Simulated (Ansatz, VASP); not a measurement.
**Two plane-wave programs on MnO2**

```
Mn O
1.0
     9.32000    0.00000    0.00000
     0.00000    2.85000    0.00000
     0.00000    0.00000    4.46000
Mn O
4 8
Direct
  0.64000 0.25000 0.48000
  0.36000 0.75000 0.52000
  0.14000 0.25000 0.02000
  0.86000 0.75000 0.98000
  0.53500 0.75000 0.29000
  0.46500 0.25000 0.71000
  0.03500 0.75000 0.21000
  0.96500 0.25000 0.79000
  0.78500 0.25000 0.19000
  0.21500 0.75000 0.81000
  0.28500 0.25000 0.31000
  0.71500 0.75000 0.69000
```

Alike in both runs: task single point; functional PBEsol; k mesh 2 × 6 × 4; occupations fermi-dirac, width 0.05 eV; collinear spin; Hubbard terms Mn d U = 3.9 eV.

|  | VASP | Ansatz |
| --- | --- | --- |
| version | VASP 6.6.1 | Ansatz 0.2.0 |
| potentials or method | VASP PAW PBE potentials, release 64 (Mn_pv, O), cutoff 520 eV | PAW, plane waves, scalar-relativistic |
| valence electrons in the cell | 100 | 108 |

Ansatz gave:

- pressure (GPa): 5.2
- traceless stress, the component that is largest in VASP (GPa): -5.38
- rms of the force components (eV/Å): 0.804
- net moment per atom (μB): 0.00
- size of the moment on the site where the two differ most (μB): 2.62

Which values does VASP return?

Pressure (GPa): 6.2; traceless stress, the component that is largest in VASP (GPa): -5.37; rms of the force components (eV/Å): 0.817; net moment per atom (μB): 0.00; size of the moment on the site where the two differ most (μB): 3.04.

VASP's potentials were made for PBE, not for PBEsol. Site moments also hang on the region over which each program counts them. The programs project onto different local orbitals, so the same U acts differently, and such runs can settle in different states. Atom by atom the forces differ by 0.039 eV/Å (rms over components). VASP's potentials hold 100 valence electrons a cell and Ansatz's 108, so a difference there can come from the potentials and not from the codes.
